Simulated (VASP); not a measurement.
# BaTe (P1) in VASP: single point with PBEsol

Aim: the single point of BaTe with PBEsol.

All numbers are computed with VASP 6.6.1; they aren't measurements. Logs are shortened: lines on timing, memory, paths and dates and some standing lists are left out, and cuts for length are marked.

## 1. The cell of the first run

The typed cell holds 2 atoms: a = 5.039 Å, b = 4.999 Å, c = 5.014 Å, α = 60.18°, β = 59.83°, γ = 60.00°.

## 2. Single point, PBEsol (atoms moved at random and the cell strained at random)

File INCAR:

```
PREC = Accurate
ENCUT = 520
EDIFF = 1E-6
ISMEAR = 0
SIGMA = 0.02
LREAL = F
LASPH = T
NELM = 100
ALGO = Normal
ISIF = 2
LWAVE = F
LCHARG = T
GGA = PS
LELF = T
LVHAR = T
NBANDS = 15
```

File KPOINTS:

```
regular mesh
0
Gamma
  8 8 8
```

File POSCAR:

```
BaTe
1.0
   -0.0066836000      3.5700654000      3.5556070000
    3.5256331000      0.0049445000      3.5439789000
    3.5291795000      3.5619837000      0.0013981000
Ba Te
1 1
Direct
   -0.0057815249      0.0358958944     -0.0061246334
    0.5057815249      0.4641041056      0.5061246334
```

Potentials or basis: VASP PAW PBE potentials, release 64 (Ba_sv, Te).

Command:

```console
> cat potpaw_PBE.64/Ba_sv/POTCAR potpaw_PBE.64/Te/POTCAR > POTCAR
> mpirun -np 1 vasp_std > vasp.out
```

OUTCAR:

```text
PREC = Accurate
   ENCUT = 520
   EDIFF = 1E-6
   ISMEAR = 0
   LREAL = F
   LASPH = T
   NELM = 100
   ISIF = 2
   GGA = PS

 ion  position               nearest neighbor table
   1  0.994  0.036  0.994-   2 3.33   2 3.34   2 3.49   2 3.66   2 3.75   2 3.77
   2  0.506  0.464  0.506-   1 3.33   1 3.34   1 3.49   1 3.66   1 3.75   1 3.77

  LATTYP: Found a triclinic cell.
 ALAT       =    13.2947620065
 B/A-ratio  =     0.5360846017
 C/A-ratio  =     0.8395263710
 COS(alpha) =     0.0003230530
 COS(beta)  =     0.5879956180
 COS(gamma) =     0.8046337033

  Lattice vectors:

 A1 = (  -7.0516754000, -10.6940328000,  -3.5584032000)
 A2 = (   0.0031372000,  -7.1271046000,  -0.0130262000)
 A3 = ( -10.5871293000,  -0.0018073000,  -3.5337489000)

Analysis of symmetry for initial positions (statically):
=====================================================================
 Subroutine PRICEL returns:
 Original cell was already a primitive cell.

 Routine SETGRP: Setting up the symmetry group for a
 triclinic supercell.

 Subroutine GETGRP returns: Found  1 space group operations
 (whereof  1 operations were pure point group operations)
 out of a pool of  2 trial point group operations.

The static configuration has the point symmetry C_1 .

Analysis of symmetry for dynamics (positions and initial velocities):
=====================================================================
 Subroutine PRICEL returns:
 Original cell was already a primitive cell.

 Routine SETGRP: Setting up the symmetry group for a
 triclinic supercell.

 Subroutine GETGRP returns: Found  1 space group operations
 (whereof  1 operations were pure point group operations)
 out of a pool of  2 trial point group operations.

The dynamic configuration has the point symmetry C_1 .

 Subroutine INISYM returns: Found  1 space group operations
 (whereof  1 operations are pure point group operations),
 and found     1 'primitive' translations

----------------------------------------------------------------------------------------

                                     Primitive cell

[... 88 lines left out ...]
   ENCUT  =  520.0 eV  38.22 Ry    6.18 a.u.   9.37  9.29  9.32*2*pi/ulx,y,z
   NELM   =    100;   NELMIN=  2; NELMDL= -5     # of ELM steps
   EDIFF  = 0.1E-05   stopping-criterion for ELM
   LREAL  =      F    real-space projection
   EDIFFG = 0.1E-04   stopping-criterion for IOM
   NSW    =      0    number of steps for IOM
   IBRION =     -1    ionic relax: 0-MD 1-quasi-New 2-CG
   NFREE  =      0    steps in history (QN), initial steepest desc. (CG)
   ISIF   =      2    stress and relaxation
   ISYM   =      2    0-nonsym 1-usesym 2-fastsym
   POTIM  = 0.5000    time-step for ionic-motion
   TEBEG  =    0.0;   TEEND  =   0.0 temperature during run
   PSTRESS=    0.0 pullay stress
   NELECT =      16.0000    total number of electrons
   NUPDOWN=      -1.0000    fix difference up-down
   EMIN   =  10.00;   EMAX   =-10.00  energy-range for DOS
   EFERMI =   0.00;   METHOD = LEGACY
   ISMEAR =     0;   SIGMA  =   0.02  broadening in eV -4-tet -1-fermi 0-gaus
   EFERMI_NEDOS =   21; number of points for ismear=-14 and -15
   IALGO  =     38    algorithm
   IMIX   =      4    mixing-type and parameters
     AMIX     =   0.40;   BMIX     =  1.00
     AMIX_MAG =   1.60;   BMIX_MAG =  1.00
  volume/ion in A,a.u.               =      44.65       301.34
  Fermi-wavevector in a.u.,A,eV,Ry     =   0.922890  1.744009 11.588431  0.851726
  Thomas-Fermi vector in A             =   2.048466
   LORBIT       =      0    0 simple, 1 ext, 2 COOP (PROOUT), +10 PAW based schemes
   GGA     = PS    functional components
   LHFCALC =     F    Hartree Fock is set to
   AEXX    =    0.0000 exact exchange contribution
   IVDW    =     0    specifies the selected vdW correction
   LEPSILON=     F    determine dielectric tensor
   LRPA    =     F    only Hartree local field effects (RPA)
 non-spin polarized calculation
 Gauss-broadening in eV      SIGMA  =   0.02
  energy-cutoff  :      520.00
  volume of cell :       89.31
 maximum number of plane-waves:      2422
 NGX is ok and might be reduce to    40
   NGX = 19   NGY = 19   NGZ = 19

 number of electron      16.0000000 magnetization

 Free energy of the ion-electron system (eV)
  ---------------------------------------------------
  ext. energy  EPLUGINS =         0.00000000
  ---------------------------------------------------
  free energy    TOTEN  =        -9.07893087 eV

  energy without entropy =       -9.07893087  energy(sigma->0) =       -9.07893087

 E-fermi :   1.9688     XC(G=0):  -8.2359

 val. band max:        1.7848152764   @ k =   0.0000   0.0000   0.0000
 cond. band min:       3.5694680703   @ k =   0.5000   0.5000   0.0000
 fundamental gap:      1.7846527938
 Fermi energy:         1.9688088776

 k-point     1 :       0.0000    0.0000    0.0000
  band No.  band energies     occupation
      1     -25.1596      2.00000
      2     -10.3183      2.00000
      3     -10.3032      2.00000
      4     -10.2913      2.00000
      5      -7.5839      2.00000
      6       1.7652      2.00000
      7       1.7803      2.00000
      8       1.7848      2.00000
      9       4.4800      0.00000
     10       4.7902      0.00000
     11       4.8864      0.00000
     12       5.0517      0.00000
     13       5.5073      0.00000
     14       5.6317      0.00000
[... 401 lines left out ...]
      2     -10.5198      2.00000
      3     -10.3602      2.00000
      4     -10.3385      2.00000
      5      -7.2406      2.00000
      6       0.3529      2.00000
      7       1.2276      2.00000
      8       1.3844      2.00000
      9       4.0882      0.00000
     10       6.0280      0.00000
     11       6.2674      0.00000
     12       6.9402      0.00000
     13       7.0150      0.00000
     14       8.5461      0.00000
     15       9.3811      0.00000

 [... further k-points ...]
[... 5 lines left out ...]
  --------------------------------------------------------------------------------------
  -------------------------------------------------------------------------------------
  Total       -0.1450034     -0.9735183     -0.3021085      0.0585176      0.0286001     -0.1328436
  in kB       -2.6013211    -17.4646459     -5.4197427      1.0497893      0.5130776     -2.3831767
  external PRESSURE =      -8.4952366 kB  Pullay stress =       0.0000000 kB

 VOLUME and BASIS-vectors are now :
 -----------------------------------------------------------------------------
  energy-cutoff  :      520.00
  volume of cell :       89.31
      direct lattice vectors                 reciprocal lattice vectors
    -0.006683600  3.570065400  3.555607000    -0.141347427  0.139990568  0.140420414
     3.525633100  0.004944500  3.543978900     0.141755390 -0.140505367  0.141343176
     3.529179500  3.561983700  0.001398100     0.141471352  0.140629292 -0.140935214

 POSITION                                       TOTAL-FORCE (eV/Angst)
 -----------------------------------------------------------------------------------
      3.62748      7.08977      3.66365        -0.424465      0.120080     -0.393491
      3.41909      3.61078      3.44384         0.424465     -0.120080      0.393491
 -----------------------------------------------------------------------------------
    total drift:                                0.000194     -0.000012      0.000207

  FREE ENERGIE OF THE ION-ELECTRON SYSTEM (eV)
  ---------------------------------------------------
  free  energy   TOTEN  =        -9.0789308686 eV

  energy  without entropy=       -9.0789308686  energy(sigma->0) =       -9.07893087
```

OSZICAR:

```text
N       E                     dE             d eps       ncg     rms          rms(c)
DAV:   1     0.821117891418E+02    0.82112E+02   -0.61829E+03  7800   0.880E+02
DAV:   2    -0.373988364798E+01   -0.85852E+02   -0.79004E+02 10603   0.158E+02
DAV:   3    -0.907130401435E+01   -0.53314E+01   -0.52957E+01 11045   0.415E+01
DAV:   4    -0.922286254092E+01   -0.15156E+00   -0.15151E+00 10454   0.685E+00
DAV:   5    -0.922487518693E+01   -0.20126E-02   -0.20126E-02 11195   0.724E-01    0.357E+00
DAV:   6    -0.908603163794E+01    0.13884E+00   -0.14507E-01  9403   0.192E+00    0.230E+00
DAV:   7    -0.907537322690E+01    0.10658E-01   -0.10344E-01 10026   0.168E+00    0.799E-01
DAV:   8    -0.907856223635E+01   -0.31890E-02   -0.11435E-02  8402   0.643E-01    0.199E-01
DAV:   9    -0.907876307573E+01   -0.20084E-03   -0.51845E-04 10908   0.156E-01    0.868E-02
DAV:  10    -0.907891108557E+01   -0.14801E-03   -0.13493E-04  9368   0.664E-02    0.199E-02
DAV:  11    -0.907893146540E+01   -0.20380E-04   -0.30612E-05 10390   0.318E-02    0.152E-02
DAV:  12    -0.907893086857E+01    0.59683E-06   -0.21259E-06  9739   0.907E-03
   1 F= -.90789309E+01 E0= -.90789309E+01  d E =-.392339E-41
```

stdout:

```text
POSCAR found type information on POSCAR BaTe
 POSCAR found :  2 types and       2 ions
 scaLAPACK will be used
 -----------------------------------------------------------------------------
|                                                                             |
|                                                                             |
|     You enforced a specific xc type in the INCAR file but a different       |
|     I HOPE YOU KNOW WHAT YOU ARE DOING!                                     |
|                                                                             |
 -----------------------------------------------------------------------------

 LDA part: xc-table for (Slater+PW92), standard interpolation
 POSCAR, INCAR and KPOINTS ok, starting setup
 FFT: planning ... GRIDC
 FFT: planning ... GRID_SOFT
 FFT: planning ... GRID
 WAVECAR not read
 entering main loop
```

It took 5.7 min on 1 thread of AMD EPYC 7R43 (Zen 3), shared host; peak memory 0.48 GiB.

What came out:

* Free energy: -9.0789 eV
* Pressure: -0.8 GPa
* Largest force: 0.591 eV/Å
* Band gap on the k mesh: 1.78 eV, indirect (least direct gap 2.06 eV)

Forces on the atoms (eV/Å):
```
Ba  -0.424  0.120 -0.393
Te   0.424 -0.120  0.393
```

Levels at points of the mesh, in eV from the valence-band top:
```tsv
k point	band 6	band 7	band 8	band 9	band 10	band 11
(0.00, 0.00, 0.00)	-0.02	0.00	0.00	2.70	3.01	3.10
(0.50, 0.00, 0.00)	-2.04	-0.92	-0.85	3.96	4.58	4.80
(0.00, 0.50, 0.00)	-2.04	-0.99	-0.97	4.05	4.83	4.88
(0.50, 0.50, 0.00)	-1.00	-0.39	-0.28	1.78	4.44	4.54
(0.00, 0.00, 0.50)	-2.04	-0.93	-0.86	3.96	4.57	4.83
(0.50, 0.00, 0.50)	-1.04	-0.42	-0.31	1.89	4.41	4.55
(0.00, 0.50, 0.50)	-0.98	-0.40	-0.30	1.79	4.45	4.54
(0.50, 0.50, 0.50)	-2.04	-0.96	-0.90	3.98	4.72	4.79
```

Caveat: the cell differs from its parent crystal (atoms moved at random and the cell strained at random); the PAW data sets were made with another functional, which shifts forces and pressure a little; spin-orbit coupling is left out, which moves the levels of the heavy elements. A k mesh can miss the band edges.
